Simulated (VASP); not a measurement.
Wanted: the native input for a VASP 6.6.1 run.

| Quantity | Value |
| --- | --- |
| Task | single point |
| Functional | PBE |
| Potentials or basis | VASP PAW PBE potentials, release 64 (Bi_d, Te) |
| Cutoff | 520 eV |
| k mesh | 7 × 7 × 7 |
| Occupations | fermi-dirac, width 0.05 eV |
| Spin | no spin polarisation |
| Dipole correction | no |
| Further INCAR settings | ALGO = Normal; EDIFF = 1e-07; NBANDS = 32 |

The structure of Bi2Te3 lies in POSCAR:

```
Bi2Te3
1.0
    2.2242469532      1.2841695772     10.6489685710
   -2.2242469532      1.2841695772     10.6489685710
    0.0000000000     -2.5683391544     10.6489685710
Bi Te
2 3
Direct
    0.6024029837      0.6024029837      0.6024029837
    0.3975970163      0.3975970163      0.3975970163
    0.7847936981      0.7847936981      0.7847936981
    0.2152063019      0.2152063019      0.2152063019
    0.0000000000      0.0000000000      0.0000000000
```

These files were run (other wordings do the same):

INCAR

```
SYSTEM = Bi2Te3
  PREC = Accurate
  ENCUT = 520
  EDIFF = 1E-7
  ISMEAR = -1
  SIGMA = 0.05
  LREAL = .False.
  LASPH = .True.
  NELM = 60
  ALGO = Normal
  ISIF = 2
  LWAVE = .False.
  LCHARG = .True.
  GGA = PE
  LELF = .True.
  LVHAR = .True.
  NBANDS = 32
```

KPOINTS

```
regular mesh
0
Gamma
  7 7 7
  0 0 0
```

Potentials or basis: VASP PAW PBE potentials, release 64 (Bi_d, Te).

Launch:

```console
$ cat potpaw_PBE.64/Bi_d/POTCAR potpaw_PBE.64/Te/POTCAR > POTCAR
$ mpirun -np 1 vasp_std > vasp.out
```

Results of the run:

* Pressure: 0.0 GPa
* Largest force: 0.009 eV/Å
* Band gap on the k mesh: 0.49 eV

Caveat: spin-orbit coupling is left out, which moves the levels of the heavy elements.

Wall time 24 min on 1 thread of Intel(R) Xeon(R) Platinum 8488C (Sapphire Rapids) (shared host), peak memory 1.2 GiB.
